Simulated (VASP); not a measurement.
# TeAs2S2 (R-3m) in VASP: notebook

TeAs2S2 is run at these levels: PBE, r2SCAN; tasks: single point.

Everything below comes from runs of VASP 6.6.1. Logs are shortened: lines on timing, memory, paths and dates and some standing lists are left out, and cuts for length are marked.

## 1. The cell of the first run

Symmetry: R-3m, No. 166, trigonal system. Conventional cell: a = 3.767 Å, b = 3.767 Å, c = 27.805 Å, α = 90.00°, β = 90.00°, γ = 120.00°. As (site symmetry 3m) has 3 S at 2.53 Å and 3 Te at 2.93 Å within 3.3 Å. Within 3.3 Å of S (site symmetry 3m) lie 3 As at 2.53 Å. Te (site symmetry -3m) has 6 As at 2.93 Å and 6 Te at 3.77 Å and 6 S at 3.92 Å within 4.0 Å.

## 2. Single point, PBE

File INCAR:

```
PREC = Accurate ; ENCUT = 520
EDIFF = 1E-7 ; ISMEAR = 0
SIGMA = 0.01 ; LREAL = False
LASPH = True ; NELM = 100
ALGO = Normal ; ISIF = 2
LWAVE = False ; LCHARG = False
GGA = PE ; NBANDS = 22
```

File KPOINTS:

```
regular mesh
0
Gamma
  8 8 8
```

File POSCAR:

```
TeAs2S2
1.0
    1.8832665107      1.0873044269      9.2682243719
   -1.8832665107      1.0873044269      9.2682243719
    0.0000000000     -2.1746088538      9.2682243719
As S Te
2 2 1
Direct
    0.4041420242      0.4041420242      0.4041420242
    0.5958579758      0.5958579758      0.5958579758
    0.2162241303      0.2162241303      0.2162241303
    0.7837758697      0.7837758697      0.7837758697
    0.0000000000      0.0000000000      0.0000000000
```

Potentials or basis: VASP PAW PBE potentials, release 64 (As, S, Te).

Launch:

```console
> cat potpaw_PBE.64/As/POTCAR potpaw_PBE.64/S/POTCAR potpaw_PBE.64/Te/POTCAR > POTCAR
> mpirun -np 1 vasp_std > vasp.out
```

OUTCAR:

```text
PREC = Accurate
   ENCUT = 520
   EDIFF = 1E-7
   ISMEAR = 0
   LREAL = False
   LASPH = True
   NELM = 100
   ISIF = 2
   GGA = PE

 ion  position               nearest neighbor table
   1  0.404  0.404  0.404-   4 2.53   4 2.53   4 2.53   5 2.93   5 2.93   5 2.93
   2  0.596  0.596  0.596-   3 2.53   3 2.53   3 2.53   5 2.93   5 2.93   5 2.93
   3  0.216  0.216  0.216-   2 2.53   2 2.53   2 2.53
   4  0.784  0.784  0.784-   1 2.53   1 2.53   1 2.53
   5  0.000  0.000  0.000-   2 2.93   1 2.93   2 2.93   2 2.93   1 2.93   1 2.93

  LATTYP: Found a trigonal (rhomboedric) cell.
 ALAT       =     9.5199215687
 COS(alpha) =     0.9217315340

  Lattice vectors:

 A1 = (   1.8832665107,   1.0873044269,   9.2682243719)
 A2 = (  -1.8832665107,   1.0873044269,   9.2682243719)
 A3 = (   0.0000000000,  -2.1746088538,   9.2682243719)

Analysis of symmetry for initial positions (statically):
=====================================================================
 Subroutine PRICEL returns:
 Original cell was already a primitive cell.

 Routine SETGRP: Setting up the symmetry group for a
 trigonal (rhombohedral) supercell.

 Subroutine GETGRP returns: Found 12 space group operations
 (whereof 12 operations were pure point group operations)
 out of a pool of 12 trial point group operations.

The static configuration has the point symmetry D_3d.

Analysis of symmetry for dynamics (positions and initial velocities):
=====================================================================
 Subroutine PRICEL returns:
 Original cell was already a primitive cell.

 Routine SETGRP: Setting up the symmetry group for a
 trigonal (rhombohedral) supercell.

 Subroutine GETGRP returns: Found 12 space group operations
 (whereof 12 operations were pure point group operations)
 out of a pool of 12 trial point group operations.

The dynamic configuration has the point symmetry D_3d.

 Subroutine INISYM returns: Found 12 space group operations
 (whereof 12 operations are pure point group operations),
 and found     1 'primitive' translations

----------------------------------------------------------------------------------------

                                     Primitive cell

  volume of cell :     113.8704

  direct lattice vectors                    reciprocal lattice vectors
     1.883266511  1.087304427  9.268224372     0.265496146  0.153284271  0.035965177
    -1.883266511  1.087304427  9.268224372    -0.265496146  0.153284271  0.035965177
     0.000000000 -2.174608854  9.268224372     0.000000000 -0.306568542  0.035965177

  length of vectors
     9.519921569  9.519921569  9.519921569     0.308670966  0.308670966  0.308670966

  position of ions in fractional coordinates (direct lattice)
     0.404142024  0.404142024  0.404142024
     0.595857976  0.595857976  0.595857976
     0.216224130  0.216224130  0.216224130
     0.783775870  0.783775870  0.783775870
     0.000000000  0.000000000  0.000000000

  ion indices of the primitive-cell ions
   primitive index   ion index
                 1           1
                 2           2
                 3           3
                 4           4
                 5           5

----------------------------------------------------------------------------------------

 KPOINTS: regular mesh

Automatic generation of k-mesh.
 Grid dimensions read from file:
 generate k-points for:    8    8    8

 Generating k-lattice:

  Cartesian coordinates                     Fractional coordinates (reciprocal lattice)
     0.033187018  0.019160534  0.004495647     0.125000000  0.000000000 -0.000000000
    -0.033187018  0.019160534  0.004495647     0.000000000  0.125000000 -0.000000000
     0.000000000 -0.038321068  0.004495647    -0.000000000 -0.000000000  0.125000000

  Length of vectors
     0.038583871  0.038583871  0.038583871

  Shift w.r.t. Gamma in fractional coordinates (k-lattice)
     0.000000000  0.000000000  0.000000000

 Subroutine IBZKPT returns following result:
 ===========================================

 Found     65 irreducible k-points:

 Following reciprocal coordinates:
            Coordinates               Weight
  0.000000  0.000000  0.000000      1.000000
  0.125000  0.000000 -0.000000      6.000000
  0.250000  0.000000 -0.000000      6.000000
  0.375000  0.000000 -0.000000      6.000000
  0.500000  0.000000 -0.000000      3.000000
  0.125000  0.125000 -0.000000      6.000000
[... 16 lines left out ...]
  0.250000  0.125000  0.125000      6.000000
  0.375000  0.125000  0.125000      6.000000
 [... further k-points ...]
   k-points           NKPTS =     65   k-points in BZ     NKDIM =     65   number of bands    NBANDS=     22
   number of dos      NEDOS =    301   number of ions     NIONS =      5
   total plane-waves  NPLWV = 373248
   dimension x,y,z NGX =    72 NGY =   72 NGZ =   72
   dimension x,y,z NGXF=   144 NGYF=  144 NGZF=  144
   ions per type =               2   2   1
   NGX,Y,Z   is equivalent  to a cutoff of  12.57, 12.57, 12.57 a.u.
   NGXF,Y,Z  is equivalent  to a cutoff of  25.15, 25.15, 25.15 a.u.
 SYSTEM =  unknown system
   PREC   = accura    normal or accurate (medium, high low for compatibility)
   ISTART =      0    job   : 0-new  1-cont  2-samecut
   ICHARG =      2    charge: 1-file 2-atom 10-const
   ISPIN  =      1    spin polarized calculation?
   LNONCOLLINEAR =      F non collinear calculations
   LSORBIT =      F    spin-orbit coupling
   LASPH  =      T    aspherical Exc in radial PAW
   ENCUT  =  520.0 eV  38.22 Ry    6.18 a.u.  17.70 17.70 17.70*2*pi/ulx,y,z
   NELM   =    100;   NELMIN=  2; NELMDL= -5     # of ELM steps
   EDIFF  = 0.1E-06   stopping-criterion for ELM
   LREAL  =      F    real-space projection
   EDIFFG = 0.1E-05   stopping-criterion for IOM
   NSW    =      0    number of steps for IOM
   IBRION =     -1    ionic relax: 0-MD 1-quasi-New 2-CG
   NFREE  =      0    steps in history (QN), initial steepest desc. (CG)
   ISIF   =      2    stress and relaxation
   ISYM   =      2    0-nonsym 1-usesym 2-fastsym
   POTIM  = 0.5000    time-step for ionic-motion
   TEBEG  =    0.0;   TEEND  =   0.0 temperature during run
   PSTRESS=    0.0 pullay stress
   NELECT =      28.0000    total number of electrons
   NUPDOWN=      -1.0000    fix difference up-down
   EMIN   =  10.00;   EMAX   =-10.00  energy-range for DOS
   EFERMI =   0.00;   METHOD = LEGACY
   ISMEAR =     0;   SIGMA  =   0.01  broadening in eV -4-tet -1-fermi 0-gaus
   EFERMI_NEDOS =   21; number of points for ismear=-14 and -15
   IALGO  =     38    algorithm
   IMIX   =      4    mixing-type and parameters
     AMIX     =   0.40;   BMIX     =  1.00
     AMIX_MAG =   1.60;   BMIX_MAG =  1.00
  volume/ion in A,a.u.               =      22.77       153.69
  Fermi-wavevector in a.u.,A,eV,Ry     =   1.025630  1.938159 14.312191  1.051916
  Thomas-Fermi vector in A             =   2.159480
   LORBIT       =      0    0 simple, 1 ext, 2 COOP (PROOUT), +10 PAW based schemes
   GGA     = PE    functional components
   LHFCALC =     F    Hartree Fock is set to
   AEXX    =    0.0000 exact exchange contribution
   IVDW    =     0    specifies the selected vdW correction
   LEPSILON=     F    determine dielectric tensor
   LRPA    =     F    only Hartree local field effects (RPA)
 non-spin polarized calculation
 Gauss-broadening in eV      SIGMA  =   0.01
  energy-cutoff  :      520.00
  volume of cell :      113.87
 maximum number of plane-waves:      3085
   NGX = 35   NGY = 35   NGZ = 35

 number of electron      28.0000001 magnetization

 Free energy of the ion-electron system (eV)
  ---------------------------------------------------
  ext. energy  EPLUGINS =         0.00000000
  ---------------------------------------------------
  free energy    TOTEN  =       -20.49946929 eV

  energy without entropy =      -20.49946929  energy(sigma->0) =      -20.49946929

 E-fermi :   5.3212     XC(G=0):  -9.7163

 val. band max:        5.2431467836   @ k =   0.5000   0.5000   0.3750
 cond. band min:       5.8853443300   @ k =   0.5000   0.5000   0.3750
 fundamental gap:      0.6421975464
 Fermi energy:         5.3211801297

 k-point     1 :       0.0000    0.0000    0.0000
  band No.  band energies     occupation
      1      -9.6577      2.00000
      2      -9.1383      2.00000
      3      -7.0163      2.00000
      4      -3.9173      2.00000
      5      -2.2214      2.00000
      6       2.8341      2.00000
[... 14 lines left out ...]
     21      10.8331      0.00000
     22      12.4423      0.00000

 k-point     2 :       0.1250    0.0000   -0.0000
  band No.  band energies     occupation
      1      -9.4812      2.00000
      2      -8.9818      2.00000
      3      -6.8789      2.00000
      4      -3.9925      2.00000
      5      -2.4264      2.00000
      6       1.6109      2.00000
[... 14 lines left out ...]
     21      10.9465      0.00000
     22      11.8460      0.00000

 k-point     3 :       0.2500    0.0000   -0.0000
  band No.  band energies     occupation
      1      -8.9679      2.00000
      2      -8.5373      2.00000
      3      -6.5148      2.00000
      4      -4.3705      2.00000
      5      -3.1128      2.00000
      6       0.4635      2.00000
[... 14 lines left out ...]
     21      10.1462      0.00000
     22      12.3482      0.00000

 k-point     4 :       0.3750    0.0000   -0.0000
  band No.  band energies     occupation
      1      -8.1944      2.00000
      2      -7.9219      2.00000
      3      -6.1568      2.00000
      4      -5.1535      2.00000
      5      -4.0084      2.00000
      6      -0.4287      2.00000
[... 14 lines left out ...]
     21      10.1317      0.00000
     22      11.9171      0.00000

 k-point     5 :       0.5000    0.0000   -0.0000
  band No.  band energies     occupation
      1      -7.5956      2.00000
      2      -7.5679      2.00000
      3      -6.2716      2.00000
      4      -5.5582      2.00000
      5      -4.4204      2.00000
      6      -0.8851      2.00000
[... 417 lines left out ...]
 k-point    22 :       0.1250    0.1250    0.1250
  band No.  band energies     occupation
      1      -9.6443      2.00000
      2      -9.1624      2.00000
      3      -6.9865      2.00000
      4      -3.9919      2.00000
      5      -2.1433      2.00000
      6       2.8338      2.00000
[... 14 lines left out ...]
     21      10.8526      0.00000
     22      12.3979      0.00000

 k-point    23 :       0.2500    0.1250    0.1250
  band No.  band energies     occupation
      1      -9.4592      2.00000
      2      -9.0202      2.00000
      3      -6.8327      2.00000
      4      -4.0945      2.00000
      5      -2.3342      2.00000
      6       1.5644      2.00000
[... 14 lines left out ...]
     21      10.9496      0.00000
     22      11.8460      0.00000

 k-point    24 :       0.3750    0.1250    0.1250
  band No.  band energies     occupation
      1      -8.9372      2.00000
      2      -8.5865      2.00000
      3      -6.4613      2.00000
      4      -4.4486      2.00000
      5      -3.0705      2.00000
      6       0.4631      2.00000
[... 14 lines left out ...]
     21      10.1233      0.00000
     22      12.3129      0.00000

 [... further k-points ...]
[... 5 lines left out ...]
  --------------------------------------------------------------------------------------
  -------------------------------------------------------------------------------------
  Total        1.4798949      1.4798949      1.4777244      0.0000000      0.0000000      0.0000000
  in kB       20.8223975     20.8223975     20.7918584      0.0000000      0.0000000      0.0000000
  external PRESSURE =      20.8122178 kB  Pullay stress =       0.0000000 kB

 VOLUME and BASIS-vectors are now :
 -----------------------------------------------------------------------------
  energy-cutoff  :      520.00
  volume of cell :      113.87
      direct lattice vectors                 reciprocal lattice vectors
     1.883266511  1.087304427  9.268224372     0.265496146  0.153284271  0.035965177
    -1.883266511  1.087304427  9.268224372    -0.265496146  0.153284271  0.035965177
     0.000000000 -2.174608854  9.268224372     0.000000000 -0.306568542  0.035965177

 POSITION                                       TOTAL-FORCE (eV/Angst)
 -----------------------------------------------------------------------------------
      0.00000      0.00000     11.23704         0.000000      0.000000      0.016756
      0.00000      0.00000     16.56764         0.000000      0.000000     -0.016756
      0.00000      0.00000      6.01204         0.000000      0.000000     -0.042940
      0.00000      0.00000     21.79263         0.000000     -0.000000      0.042940
      0.00000      0.00000      0.00000         0.000000      0.000000      0.000000
 -----------------------------------------------------------------------------------
    total drift:                               -0.000000     -0.000000      0.000000

  FREE ENERGIE OF THE ION-ELECTRON SYSTEM (eV)
  ---------------------------------------------------
  free  energy   TOTEN  =       -20.4994692944 eV

  energy  without entropy=      -20.4994692944  energy(sigma->0) =      -20.49946929
```

Wall time 12 min (1 thread of Intel Xeon Platinum 8259CL at 2.50GHz (Skylake/Cascade Lake), shared host); peak memory 0.79 GiB.

Results:

* Free energy: -20.4995 eV
* Pressure: 2.1 GPa
* Largest force: 0.043 eV/Å
* Band gap on the k mesh: 0.64 eV

Forces in eV/Å, atoms in the order of the input:
```
As   0.000  0.000  0.017
As   0.000  0.000 -0.017
S    0.000  0.000 -0.043
S    0.000  0.000  0.043
Te   0.000  0.000  0.000
```

Caveat: spin-orbit coupling is left out, which moves the levels of the heavy elements.

## 3. Single point, r2SCAN

POSCAR is that of step 2.

File INCAR.step1:

```
PREC     = Accurate       # precision mode
ENCUT    = 520            # plane-wave cutoff, eV
ISMEAR   = 0              # smearing method
SIGMA    = 0.01           # smearing width, eV
LREAL    = False          # projectors in reciprocal space
LASPH    = True           # aspherical terms in the spheres
NELM     = 100            # most SCF steps
NBANDS   = 22             # bands
GGA      = PE             # functional
ALGO     = Normal         # electronic algorithm
EDIFF    = 1E-4           # SCF threshold, eV
LWAVE    = True           # write WAVECAR
LCHARG   = False          # write CHGCAR
```

File INCAR.step2:

```
PREC     = Accurate       # precision mode
ENCUT    = 520            # plane-wave cutoff, eV
EDIFF    = 1E-6           # SCF threshold, eV
ISMEAR   = 0              # smearing method
SIGMA    = 0.01           # smearing width, eV
LREAL    = False          # projectors in reciprocal space
LASPH    = True           # aspherical terms in the spheres
NELM     = 100            # most SCF steps
ALGO     = Normal         # electronic algorithm
ISIF     = 2              # what is computed and relaxed
LWAVE    = False          # write WAVECAR
LCHARG   = False          # write CHGCAR
METAGGA  = R2SCAN         # meta-GGA
LMIXTAU  = True         
NBANDS   = 22             # bands
ISTART   = 1
```

KPOINTS is that of step 2.

Potentials or basis: VASP PAW PBE potentials, release 64 (As, S, Te).

Launch:

```console
> cat potpaw_PBE.64/As/POTCAR potpaw_PBE.64/S/POTCAR potpaw_PBE.64/Te/POTCAR > POTCAR
> cp INCAR.step1 INCAR
> mpirun -np 1 vasp_std > vasp.out
> cp INCAR.step2 INCAR
> mpirun -np 1 vasp_std > vasp.out
```

It took 45 min on 1 thread of Intel Xeon Platinum 8259CL at 2.50GHz (Skylake/Cascade Lake), shared host; peak memory 0.95 GiB.

It converged, with:

```
Free energy            : -70.4593 eV
Pressure               : 0.8 GPa
Largest force          : 0.045 eV/Å
Band gap on the k mesh : 0.73 eV
```

Forces on the atoms (eV/Å):
```
As   0.000  0.000  0.015
As   0.000  0.000 -0.015
S    0.000  0.000  0.045
S    0.000  0.000 -0.045
Te   0.000  0.000  0.000
```

Levels at points of the mesh, in eV from the valence-band top:
```tsv
k point	band 10	band 11	band 12	band 13	band 14	band 15	band 16	band 17	band 18	band 19
(0.00, 0.00, 0.00)	-2.25	-2.00	-0.27	-0.27	-0.22	1.02	1.02	1.16	2.81	2.81
(0.50, 0.00, 0.00)	-3.97	-3.14	-2.20	-0.90	-0.67	0.98	1.89	3.12	3.67	4.38
(0.50, 0.50, 0.00)	-3.76	-2.16	-1.80	-1.25	-1.09	1.30	1.88	2.36	3.73	4.04
(0.50, 0.50, 0.50)	-2.54	-1.35	-0.34	-0.34	-0.28	1.14	1.24	1.24	2.59	2.59
```

Caveat: the PAW data sets were made with another functional, which shifts forces and pressure a little; spin-orbit coupling is left out, which moves the levels of the heavy elements. A k mesh can miss the band edges.
